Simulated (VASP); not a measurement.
Here is a VASP 6.6.1 calculation.

Contents of INCAR:

```
PREC = Accurate
ENCUT = 520
EDIFF = 1E-6
ISMEAR = 0
SIGMA = 0.05
LREAL = F
LASPH = T
NELM = 60
ALGO = Normal
ISIF = 2
LWAVE = F
LCHARG = F
GGA = PE
NBANDS = 16
```

File KPOINTS:

```
Automatic mesh
0
Gamma
  6 6 6
```

POSCAR

```
SrLiH3
1.0
    4.7465607750      0.0000000000      0.0000000000
    0.0000000000      4.7465607750      0.0000000000
    0.0000000000      0.0000000000      4.6307910000
Li Sr H
1 1 3
Direct
    0.0000000000      0.0000000000      0.0000000000
    0.5000000000      0.5000000000      0.5000000000
    0.0000000000      0.5000000000      0.5000000000
    0.5000000000      0.0000000000      0.5000000000
    0.5000000000      0.5000000000      0.0000000000
```

Potentials or basis: VASP PAW PBE potentials, release 64 (Li_sv, Sr_sv, H).

Launch:

```sh
$ cat potpaw_PBE.64/Li_sv/POTCAR potpaw_PBE.64/Sr_sv/POTCAR potpaw_PBE.64/H/POTCAR > POTCAR
$ mpirun -np 1 vasp_std > vasp.out
```

**Question.** Predict the band gap on the k mesh.

**Answer.** 1.79 eV (least direct gap 2.24 eV).

Caveat: the cell differs from its parent crystal (strain +0.025 along x and y, +0.000 along z). A k mesh can miss the band edges.
